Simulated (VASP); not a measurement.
# TaN (I4/mmm) in VASP: a series of runs

Runs on TaN. Level: PBE. Tasks: single point.

Program: VASP 6.6.1. These are calculated values, not measurements. Logs are shortened: lines on timing, memory, paths and dates and some standing lists are left out, and cuts for length are marked.

### 1 The cell of the first run

The structure is tetragonal, space group I4/mmm (No. 139). Conventional cell: a = 3.030 Å, b = 3.030 Å, c = 4.550 Å, α = 90.00°, β = 90.00°, γ = 90.00°. Within 2.8 Å of Ta (site symmetry 4/mmm) lie 6 N at 2.14 to 2.27 Å. Within 2.8 Å of N (site symmetry 4/mmm) lie 6 Ta at 2.14 to 2.27 Å.

### 2 Single point, PBE (strain -0.030 along x and y, +0.030 along z)

File INCAR:

```
SYSTEM = TaN
PREC = Accurate
ENCUT = 520
EDIFF = 1E-7
ISMEAR = 0
SIGMA = 0.15
LREAL = .FALSE.
LASPH = .TRUE.
NELM = 80
ALGO = Normal
ISIF = 2
LWAVE = .FALSE.
LCHARG = .FALSE.
GGA = PE
NBANDS = 15
```

File KPOINTS:

```
Automatic mesh
0
G
  24 24 24
  0 0 0
```

File POSCAR:

```
TaN
1.0
    0.0000000000      2.1423757347      2.2748938213
    2.1423757347      0.0000000000      2.2748938213
    2.1423757347      2.1423757347      0.0000000000
Ta N
1 1
Direct
    0.5000000000      0.5000000000      0.5000000000
    0.0000000000      0.0000000000      0.0000000000
```

Potentials or basis: VASP PAW PBE potentials, release 64 (Ta_pv, N).

Command:

```
$ cat potpaw_PBE.64/Ta_pv/POTCAR potpaw_PBE.64/N/POTCAR > POTCAR
$ mpirun -np 1 vasp_std > vasp.out
```

OUTCAR:

```text
SYSTEM = TaN
   PREC = Accurate
   ENCUT = 520
   EDIFF = 1E-7
   ISMEAR = 0
   LREAL = .FALSE.
   LASPH = .TRUE.
   NELM = 80
   ISIF = 2
   GGA = PE

 ion  position               nearest neighbor table
   1  0.500  0.500  0.500-   2 2.14   2 2.14   2 2.14   2 2.14   2 2.27   2 2.27
   2  0.000  0.000  0.000-   1 2.14   1 2.14   1 2.14   1 2.14   1 2.27   1 2.27

  LATTYP: Found a body centered tetragonal cell.
 ALAT       =     3.0297768197
 C/A-ratio  =     1.5016906899

  Lattice vectors:

 A1 = (  -2.1423757347,   0.0000000000,   2.2748938213)
 A2 = (   2.1423757347,   0.0000000000,   2.2748938213)
 A3 = (   0.0000000000,   2.1423757347,  -2.2748938213)

Analysis of symmetry for initial positions (statically):
=====================================================================
 Subroutine PRICEL returns:
 Original cell was already a primitive cell.

 Routine SETGRP: Setting up the symmetry group for a
 body centered tetragonal supercell.

 Subroutine GETGRP returns: Found 16 space group operations
 (whereof 16 operations were pure point group operations)
 out of a pool of 16 trial point group operations.

The static configuration has the point symmetry D_4h.

Analysis of symmetry for dynamics (positions and initial velocities):
=====================================================================
 Subroutine PRICEL returns:
 Original cell was already a primitive cell.

 Routine SETGRP: Setting up the symmetry group for a
 body centered tetragonal supercell.

 Subroutine GETGRP returns: Found 16 space group operations
 (whereof 16 operations were pure point group operations)
 out of a pool of 16 trial point group operations.

The dynamic configuration has the point symmetry D_4h.

 Subroutine INISYM returns: Found 16 space group operations
 (whereof 16 operations are pure point group operations),
 and found     1 'primitive' translations

----------------------------------------------------------------------------------------

                                     Primitive cell

  volume of cell :      20.8825

  direct lattice vectors                    reciprocal lattice vectors
     0.000000000  2.142375735  2.274893821    -0.233385765  0.233385765  0.219790478
     2.142375735  0.000000000  2.274893821     0.233385765 -0.233385765  0.219790478
     2.142375735  2.142375735  0.000000000     0.233385765  0.233385765 -0.219790478

  length of vectors
     3.124886508  3.124886508  3.029776820     0.396542160  0.396542160  0.396542160

  position of ions in fractional coordinates (direct lattice)
     0.500000000  0.500000000  0.500000000
     0.000000000  0.000000000  0.000000000

  ion indices of the primitive-cell ions
   primitive index   ion index
[... 88 lines left out ...]
   EFERMI =   0.00;   METHOD = LEGACY
   ISMEAR =     0;   SIGMA  =   0.15  broadening in eV -4-tet -1-fermi 0-gaus
   EFERMI_NEDOS =   21; number of points for ismear=-14 and -15
   IALGO  =     38    algorithm
   IMIX   =      4    mixing-type and parameters
     AMIX     =   0.40;   BMIX     =  1.00
     AMIX_MAG =   1.60;   BMIX_MAG =  1.00
  volume/ion in A,a.u.               =      10.44        70.46
  Fermi-wavevector in a.u.,A,eV,Ry     =   1.498031  2.830867 30.532776  2.244096
  Thomas-Fermi vector in A             =   2.609842
   LORBIT       =      0    0 simple, 1 ext, 2 COOP (PROOUT), +10 PAW based schemes
   GGA     = PE    functional components
   LHFCALC =     F    Hartree Fock is set to
   AEXX    =    0.0000 exact exchange contribution
   IVDW    =     0    specifies the selected vdW correction
   LEPSILON=     F    determine dielectric tensor
   LRPA    =     F    only Hartree local field effects (RPA)
 non-spin polarized calculation
 Gauss-broadening in eV      SIGMA  =   0.15
  energy-cutoff  :      520.00
  volume of cell :       20.88
 maximum number of plane-waves:       584
   NGX = 11   NGY = 11   NGZ = 11

 number of electron      16.0000002 magnetization

 Free energy of the ion-electron system (eV)
  ---------------------------------------------------
  ext. energy  EPLUGINS =         0.00000000
  ---------------------------------------------------
  free energy    TOTEN  =       -21.71438400 eV

  energy without entropy =      -21.70554833  energy(sigma->0) =      -21.70996617

 E-fermi :   9.7269     XC(G=0): -13.5320

 val. band max:        9.7254323412   @ k =  -0.2083   0.1667   0.0000
 cond. band min:       9.7310339909   @ k =   0.2083   0.1667   0.0417
 fundamental gap:      0.0056016498
 Fermi energy:         9.7268941383

 k-point     1 :       0.0000    0.0000    0.0000
  band No.  band energies     occupation
      1     -25.9954      2.00000
      2     -25.9599      2.00000
      3     -25.9599      2.00000
      4      -9.2808      2.00000
      5       5.7041      2.00000
      6       5.9530      2.00000
      7       5.9530      2.00000
      8       7.1135      2.00000
      9       7.8765      2.00000
     10       7.8765      2.00000
     11       8.9159      2.00000
     12      10.2485      0.00000
     13      11.9939      0.00000
     14      19.2071      0.00000
[... 401 lines left out ...]
      2     -26.1153      2.00000
      3     -26.0102      2.00000
      4      -6.2981      2.00000
      5      -0.5315      2.00000
      6       2.0464      2.00000
      7       2.1567      2.00000
      8      11.1816      0.00000
      9      11.5008      0.00000
     10      11.6744      0.00000
     11      14.1887      0.00000
     12      16.4510      0.00000
     13      17.6911      0.00000
     14      21.3671      0.00000
     15      22.2009      0.00000

 [... further k-points ...]

------------------------ aborting loop because EDIFF is reached ----------------------------------------

  FORCE on cell =-STRESS in cart. coord.  units (eV):
  Direction    XX          YY          ZZ          XY          YZ          ZX
  --------------------------------------------------------------------------------------
  -------------------------------------------------------------------------------------
  Total        3.3522531      3.3522531     -0.7625607      0.0000000     -0.0000000      0.0000000
  in kB      257.1964534    257.1964534    -58.5062937      0.0000000     -0.0000000      0.0000000
  external PRESSURE =     151.9622044 kB  Pullay stress =       0.0000000 kB

 VOLUME and BASIS-vectors are now :
 -----------------------------------------------------------------------------
  energy-cutoff  :      520.00
  volume of cell :       20.88
      direct lattice vectors                 reciprocal lattice vectors
     0.000000000  2.142375735  2.274893821    -0.233385765  0.233385765  0.219790478
     2.142375735  0.000000000  2.274893821     0.233385765 -0.233385765  0.219790478
     2.142375735  2.142375735  0.000000000     0.233385765  0.233385765 -0.219790478

 POSITION                                       TOTAL-FORCE (eV/Angst)
 -----------------------------------------------------------------------------------
      2.14238      2.14238      2.27489        -0.000000     -0.000000      0.000000
      0.00000      0.00000      0.00000         0.000000      0.000000      0.000000
 -----------------------------------------------------------------------------------
    total drift:                                0.000000     -0.000000     -0.000000

  FREE ENERGIE OF THE ION-ELECTRON SYSTEM (eV)
  ---------------------------------------------------
  free  energy   TOTEN  =       -21.7143840031 eV

  energy  without entropy=      -21.7055483292  energy(sigma->0) =      -21.70996617
```

It took 5.4 min on 1 thread of Intel Xeon 8259CL, shared host; peak memory 0.44 GiB.

Results:

* Free energy: -21.7144 eV
* Pressure: 15.2 GPa
* Band gap on the k mesh: zero (bands 8 and 9 overlap by 3.80 eV)

Caveat: the cell differs from its parent crystal (strain -0.030 along x and y, +0.030 along z); the cell stands under pressure; spin-orbit coupling is left out, which moves the levels of the heavy elements.

### 3 Single point, PBE (strain +0.000 along x and y, -0.030 along z)

File INCAR:

```
PREC = Accurate ; ENCUT = 520
EDIFF = 1E-6 ; ISMEAR = 0
SIGMA = 0.15 ; LREAL = F
LASPH = T ; NELM = 60
ALGO = Normal ; ISIF = 2
LWAVE = F ; LCHARG = F
GGA = PE ; NBANDS = 15
```

File KPOINTS:

```
regular mesh
0
Gamma
  24 24 24
```

File POSCAR:

```
TaN
1.0
    0.0000000000      2.2086347780      2.1423757347
    2.2086347780      0.0000000000      2.1423757347
    2.2086347780      2.2086347780      0.0000000000
Ta N
1 1
Direct
    0.5000000000      0.5000000000      0.5000000000
    0.0000000000      0.0000000000      0.0000000000
```

Potentials or basis: VASP PAW PBE potentials, release 64 (Ta_pv, N).

Command:

```
$ cat potpaw_PBE.64/Ta_pv/POTCAR potpaw_PBE.64/N/POTCAR > POTCAR
$ mpirun -np 1 vasp_std > vasp.out
```

OUTCAR:

```text
PREC = Accurate
   ENCUT = 520
   EDIFF = 1E-6
   ISMEAR = 0
   LREAL = F
   LASPH = T
   NELM = 60
   ISIF = 2
   GGA = PE

 ion  position               nearest neighbor table
   1  0.500  0.500  0.500-   2 2.14   2 2.14   2 2.21   2 2.21   2 2.21   2 2.21
   2  0.000  0.000  0.000-   1 2.14   1 2.14   1 2.21   1 2.21   1 2.21   1 2.21

  LATTYP: Found a body centered tetragonal cell.
 ALAT       =     3.1234812574
 C/A-ratio  =     1.3717871555

  Lattice vectors:

[... 618 lines left out ...]

------------------------ aborting loop because EDIFF is reached ----------------------------------------

  FORCE on cell =-STRESS in cart. coord.  units (eV):
  Direction    XX          YY          ZZ          XY          YZ          ZX
  --------------------------------------------------------------------------------------
  -------------------------------------------------------------------------------------
  Total        0.6933380      0.6933380      3.4771997      0.0000000      0.0000000     -0.0000000
  in kB       53.1474138     53.1474138    266.5426822      0.0000000      0.0000000     -0.0000000
  external PRESSURE =     124.2791700 kB  Pullay stress =       0.0000000 kB

 VOLUME and BASIS-vectors are now :
 -----------------------------------------------------------------------------
  energy-cutoff  :      520.00
  volume of cell :       20.90
      direct lattice vectors                 reciprocal lattice vectors
     0.000000000  2.208634778  2.142375735    -0.226384192  0.226384192  0.233385765
     2.208634778  0.000000000  2.142375735     0.226384192 -0.226384192  0.233385765
     2.208634778  2.208634778  0.000000000     0.226384192  0.226384192 -0.233385765

 POSITION                                       TOTAL-FORCE (eV/Angst)
 -----------------------------------------------------------------------------------
      2.20863      2.20863      2.14238         0.000000      0.000000      0.000000
      0.00000      0.00000      0.00000        -0.000000     -0.000000      0.000000
 -----------------------------------------------------------------------------------
    total drift:                                0.000000     -0.000000     -0.000000

  FREE ENERGIE OF THE ION-ELECTRON SYSTEM (eV)
  ---------------------------------------------------
  free  energy   TOTEN  =       -21.7789515930 eV

  energy  without entropy=      -21.7697059306  energy(sigma->0) =      -21.77432876
```

stdout:

```text
POSCAR found type information on POSCAR TaN
 POSCAR found :  2 types and       2 ions
 scaLAPACK will be used
 LDA part: xc-table for (Slater+PW92), standard interpolation
 POSCAR, INCAR and KPOINTS ok, starting setup
 FFT: planning ... GRIDC
 FFT: planning ... GRID_SOFT
 FFT: planning ... GRID
 WAVECAR not read
 entering main loop
```

It took 4.9 min on 1 thread of Intel Xeon 8259CL, shared host; peak memory 0.43 GiB.

What came out:

```
Free energy            : -21.7790 eV
Pressure               : 12.4 GPa
Band gap on the k mesh : zero (bands 8 and 9 overlap by 4.08 eV)
```

Caveat: the cell differs from its parent crystal (strain +0.000 along x and y, -0.030 along z); the cell stands under pressure; spin-orbit coupling is left out, which moves the levels of the heavy elements.

### 4 Single point, PBE (strain -0.015 along x and y, +0.000 along z)

File INCAR:

```
SYSTEM = TaN
PREC = Accurate
ENCUT = 520
EDIFF = 1E-6
ISMEAR = 0
SIGMA = 0.15
LREAL = .False.
LASPH = .True.
NELM = 80
ALGO = Normal
ISIF = 2
LWAVE = .False.
LCHARG = .False.
GGA = PE
NBANDS = 15
```

File KPOINTS:

```
regular mesh
0
Gamma
  24 24 24
  0 0 0
```

File POSCAR:

```
TaN
1.0
    0.0000000000      2.1755052563      2.2086347780
    2.1755052563      0.0000000000      2.2086347780
    2.1755052563      2.1755052563      0.0000000000
Ta N
1 1
Direct
    0.5000000000      0.5000000000      0.5000000000
    0.0000000000      0.0000000000      0.0000000000
```

Command:

```
$ cat potpaw_PBE.64/Ta_pv/POTCAR potpaw_PBE.64/N/POTCAR > POTCAR
$ mpirun -np 1 vasp_std > vasp.out
```

It took 4.6 min on 1 thread of Intel Xeon 8259CL, shared host; peak memory 0.43 GiB.

Results (log left out):

```yaml
Free_energy: -21.8004 eV
Pressure: 11.7 GPa
Band_gap_on_the_k_mesh: zero (bands 8 and 9 overlap by 3.99 eV)
```

Stress tensor (GPa, compression positive):
```
15.01  0.00  0.00
 0.00 15.01  0.00
 0.00  0.00  5.20
```

Levels at points of the mesh, in eV from the Fermi level:
| k point | band 5 | band 6 | band 7 | band 8 | band 9 | band 10 | band 11 | band 12 |
| --- | --- | --- | --- | --- | --- | --- | --- | --- |
| (0.00, 0.00, 0.00) | -3.93 | -3.86 | -3.86 | -2.28 | -2.09 | -2.09 | -0.09 | 0.17 |
| (0.50, 0.00, 0.00) | -10.52 | -7.71 | -7.71 | 1.90 | 1.98 | 2.08 | 3.87 | 7.50 |
| (0.50, 0.50, 0.00) | -6.79 | -5.57 | -4.63 | -4.63 | 2.16 | 3.63 | 3.63 | 4.68 |
| (0.50, 0.00, 0.50) | -6.63 | -5.60 | -4.74 | -4.68 | 2.16 | 3.53 | 3.75 | 4.74 |

Caveat: the cell differs from its parent crystal (strain -0.015 along x and y, +0.000 along z); the cell stands under pressure; spin-orbit coupling is left out, which moves the levels of the heavy elements.

### 5 Overview

```csv
cell,gap on the mesh (eV),pressure (GPa)
"a = 3.125, b = 3.125, c = 3.030 Å, angles 61.0, 61.0, 58.0°, 2 atoms",none,15.2
"a = 3.077, b = 3.077, c = 3.123 Å, angles 59.5, 59.5, 61.0°, 2 atoms",none,12.4
"a = 3.100, b = 3.100, c = 3.077 Å, angles 60.3, 60.3, 59.5°, 2 atoms",none,11.7
```

Alike in all rows: task single point; level PBE; potentials or basis VASP PAW PBE potentials, release 64 (Ta_pv, N); no spin polarisation; k mesh 24 × 24 × 24; cutoff (eV) 520; smearing gaussian 0.15 eV.

Caveats: the cell stands under pressure; spin-orbit coupling is left out, which moves the levels of the heavy elements.

Absolute energies hang on the potentials; compare differences alone.
